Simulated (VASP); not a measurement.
A run of VASP 6.6.1:

File INCAR:

```
SYSTEM = As
PREC = Accurate
ENCUT = 510
EDIFF = 1E-6
ISMEAR = 0
SIGMA = 0.1
LREAL = .FALSE.
LASPH = .TRUE.
NELM = 120
ALGO = Normal
ISIF = 2
LWAVE = .FALSE.
LCHARG = .TRUE.
GGA = PS
LELF = .TRUE.
LVHAR = .TRUE.
NBANDS = 22
GGA_COMPAT = .FALSE.
```

KPOINTS

```
regular mesh
0
G
  21 21 21
  0 0 0
```

The input POSCAR:

```
As
1.0
    1.8909704620      1.0917523053      3.3680828135
   -1.8909704620      1.0917523053      3.3680828135
    0.0000000000     -2.1835046105      3.3680828135
As
2
Direct
    0.2301848442      0.2301848442      0.2301848442
    0.7698151558      0.7698151558      0.7698151558
```

Potentials or basis: VASP PAW PBE potentials, release 64 (As_d).

Run with:

```sh
$ cat potpaw_PBE.64/As_d/POTCAR > POTCAR
$ mpirun -np 1 vasp_std > vasp.out
```

Hardware: 1 thread of Intel(R) Xeon(R) 6975P-C (Granite Rapids), with other jobs on the host.

**Question.** How long does it take, and how much memory?

**Answer.** It took 5.2 min on 1 thread of Intel(R) Xeon(R) 6975P-C (Granite Rapids) (shared host), peak memory 0.65 GiB. Counts: scf iterations 10, k points 891.
